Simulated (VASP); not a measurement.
Input of a VASP 6.6.1 run:

File INCAR:

```
PREC = Accurate ; ENCUT = 750
EDIFF = 1E-6 ; ISMEAR = 1
SIGMA = 0.5 ; LREAL = F
LASPH = T ; NELM = 120
ALGO = Normal ; ISIF = 2
LWAVE = F ; LCHARG = F
GGA = PE ; NBANDS = 13
GGA_COMPAT = F
```

The input KPOINTS:

```
regular mesh
0
Gamma
  6 6 6
```

The input POSCAR:

```
Li2S
1.0
    0.0000000000      2.8452943747      2.8452943747
    2.8452943747      0.0000000000      2.8452943747
    2.8452943747      2.8452943747      0.0000000000
Li S
2 1
Direct
    0.2500000000      0.2500000000      0.2500000000
    0.7500000000      0.7500000000      0.7500000000
    0.0000000000      0.0000000000      0.0000000000
```

Potentials or basis: VASP PAW PBE potentials, release 64 (Li_sv, S).

Run with:

```bash
$ cat potpaw_PBE.64/Li_sv/POTCAR potpaw_PBE.64/S/POTCAR > POTCAR
$ mpirun -np 1 vasp_std > vasp.out
```

Question: What does it give for the pressure?

Answer: 0.1 GPa.

Question: Estimate the band gap on the k mesh.

Answer: 3.39 eV (least direct gap 4.29 eV).

Caveat: so wide a smearing shifts energies and pressures. A k mesh can miss the band edges.
